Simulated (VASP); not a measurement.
A run of VASP 6.6.1:

INCAR

```
SYSTEM = H2C19
PREC = Accurate ; ENCUT = 520
EDIFF = 1E-6 ; ISMEAR = 0
SIGMA = 0.02 ; LREAL = Auto
LASPH = .TRUE. ; NELM = 80
ALGO = Normal ; ISIF = 2
LWAVE = .FALSE. ; LCHARG = .FALSE.
GGA = PS ; NBANDS = 55
```

KPOINTS

```
regular mesh
0
G
  2 2 1
  0 0 0
```

File POSCAR:

```
H2C19
1.0
    7.3980000000      0.0000000000      0.0000000000
   -3.6990000000      6.4068560000      0.0000000000
    0.0000000000      0.0000000000     12.0000000000
C H
19 2
Direct
    0.0136940063      0.0184641075      0.0654754007
    0.2325158561      0.1309768892      0.0725329166
    0.0137230827      0.3491300807      0.0704276824
    0.2346397101      0.4602506106      0.0670894329
    0.0112982033      0.6806682999      0.0704588608
    0.2324966267      0.7886940808      0.0750706146
    0.3339011175      0.0119966827      0.1095911244
    0.5670071689      0.1319237911      0.1214615537
    0.3444770277      0.3490622484      0.0709527998
    0.5702143660      0.4593717954      0.0744241455
    0.3455474071      0.6839270276      0.0732719849
    0.5690945226      0.7921846531      0.0794349708
    0.6894142378      0.0116143009      0.1030441096
    0.9073360370      0.1297198025      0.0706053258
    0.6807092382      0.3521483596      0.0849443634
    0.8995186525      0.4587852441      0.0745012147
    0.6807265820      0.6815764664      0.0711547399
    0.9016089493      0.7926621105      0.0704401902
    0.6469056528      0.0690362824      0.2172631498
    0.2808093876     -0.0162835167      0.1990971288
    0.5298872778     -0.0566874467      0.2704249006
```

Potentials or basis: VASP PAW PBE potentials, release 64 (C, H).

Run with:

```console
$ cat potpaw_PBE.64/C/POTCAR potpaw_PBE.64/H/POTCAR > POTCAR
$ mpirun -np 1 vasp_std > vasp.out
```

Hardware: 1 thread of Intel(R) Xeon(R) Platinum 8259CL CPU @ 2.50GHz (Skylake/Cascade Lake), with other jobs on the host.

Q: Estimate the wall time of this run.

A: Wall time 5.2 min on 1 thread of Intel(R) Xeon(R) Platinum 8259CL CPU @ 2.50GHz (Skylake/Cascade Lake), with other jobs on the host, peak memory 0.58 GiB. Counts: scf iterations 26, k points 4.
